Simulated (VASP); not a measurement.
A run of VASP 6.6.1 is set up as follows.

File INCAR:

```
SYSTEM = SiO2
PREC = Accurate ; ENCUT = 600
EDIFF = 1E-6 ; ISMEAR = 0
SIGMA = 0.02 ; LREAL = .False.
LASPH = .True. ; NELM = 120
ALGO = Normal ; ISIF = 2
LWAVE = .False. ; LCHARG = .True.
GGA = PE ; IVDW = 12
LELF = .True. ; LVHAR = .True.
NBANDS = 25 ; GGA_COMPAT = .False.
```

The input KPOINTS:

```
Automatic mesh
0
Gamma
  6 6 8
  0 0 0
```

The input POSCAR:

```
SiO2
1.0
    4.2041373866      0.0000000000      0.0000000000
    0.0000000000      4.2041373866      0.0000000000
    0.0000000000      0.0000000000      2.6817999299
Si O
2 4
Direct
    0.0000000000      0.0000000000      0.0000000000
    0.5000000000      0.5000000000      0.5000000000
    0.3061399300      0.3061399300      0.0000000000
    0.6938600700      0.6938600700      0.0000000000
    0.1938600700      0.8061399300      0.5000000000
    0.8061399300      0.1938600700      0.5000000000
```

Potentials or basis: VASP PAW PBE potentials, release 64 (Si, O).

Launch:

```console
$ cat potpaw_PBE.64/Si/POTCAR potpaw_PBE.64/O/POTCAR > POTCAR
$ mpirun -np 1 vasp_std > vasp.out
```

(1) Predict the band gap on the k mesh.

(2) Estimate the largest force.

(3) Predict the dispersion energy per atom.

(4) Predict the pressure.

Results:

(1) 5.30 eV, direct.

(2) 0.017 eV/Å.

(3) -0.236 eV.

(4) -0.1 GPa.
